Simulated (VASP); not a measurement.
**HgF3: single point with PBEsol**

The system is HgF3.

```
CELL_PARAMETERS angstrom
3.35112 0.00000 0.00000
0.00000 3.35112 0.00000
0.00000 0.00000 3.35112
ATOMIC_POSITIONS crystal
Hg 0.00000 0.00000 0.00000
F 0.00000 0.50000 0.50000
F 0.50000 0.00000 0.50000
F 0.50000 0.50000 0.00000
```

- Program: VASP 6.6.1
- Task: single point
- Functional: PBEsol
- Potentials or basis: VASP PAW PBE potentials, release 64 (Hg, F)
- Cutoff: 520 eV
- k mesh: 7 × 7 × 7
- Occupations: fermi-dirac, width 0.05 eV
- Spin: no spin polarisation
- Dipole correction: no
- Further INCAR settings: ALGO = Normal; EDIFF = 1e-06; NBANDS = 24

| Item | Value |
| --- | --- |
| Pressure | 31.6 GPa |

Levels at points of the mesh, in eV from the Fermi level:
| k point | band 14 | band 15 | band 16 | band 17 | band 18 | band 19 | band 20 | band 21 |
| --- | --- | --- | --- | --- | --- | --- | --- | --- |
| (0.00, 0.00, 0.00) | -1.89 | -0.21 | -0.21 | -0.21 | 1.04 | 16.40 | 17.54 | 17.54 |

It took 23 s on 1 thread of Intel(R) Xeon(R) Platinum 8259CL CPU @ 2.50GHz (Skylake/Cascade Lake) (shared host), peak memory 0.16 GiB.

Caveat: the PAW data sets were made with another functional, which shifts forces and pressure a little; spin-orbit coupling is left out, which moves the levels of the heavy elements; an odd number of electrons without spin polarisation forces a metal; a magnetic or distorted state may lie lower.
